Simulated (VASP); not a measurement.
Here is a VASP 6.6.1 calculation.

The input INCAR:

```
PREC = Accurate
ENCUT = 520
EDIFF = 1E-6
ISMEAR = 0
SIGMA = 0.1
LREAL = False
LASPH = True
NELM = 100
ALGO = Normal
ISIF = 2
LWAVE = False
LCHARG = False
GGA = PE
IVDW = 12
NBANDS = 22
```

KPOINTS

```
Automatic mesh
0
Gamma
  9 9 4
```

POSCAR

```
Rh
1.0
    2.6923490378      0.0000000000      0.0000000000
   -1.3461745189      2.3316426626      0.0000000000
    0.0000000000      0.0000000000      4.3966059788
Rh
2
Direct
    0.3333333333      0.6666666667      0.2500000000
    0.6666666667      0.3333333333      0.7500000000
```

Potentials or basis: VASP PAW PBE potentials, release 64 (Rh_pv).

Run with:

```console
$ cat potpaw_PBE.64/Rh_pv/POTCAR > POTCAR
$ mpirun -np 1 vasp_std > vasp.out
```

**Question.** Predict the band gap on the k mesh.

**Answer.** Zero (band 15 reaches 12.51 eV, above the bottom of band 16 at 10.43 eV).

**Question.** What does it give for the dispersion energy per atom?

**Answer.** -0.645 eV.

**Question.** Predict the pressure.

**Answer.** -2.5 GPa.

Stress tensor (GPa, compression positive):
```
-1.33  0.00  0.00
 0.00 -1.33  0.00
 0.00  0.00 -4.84
```

Caveat: pairwise dispersion overbinds metals, which lowers pressure and volume.
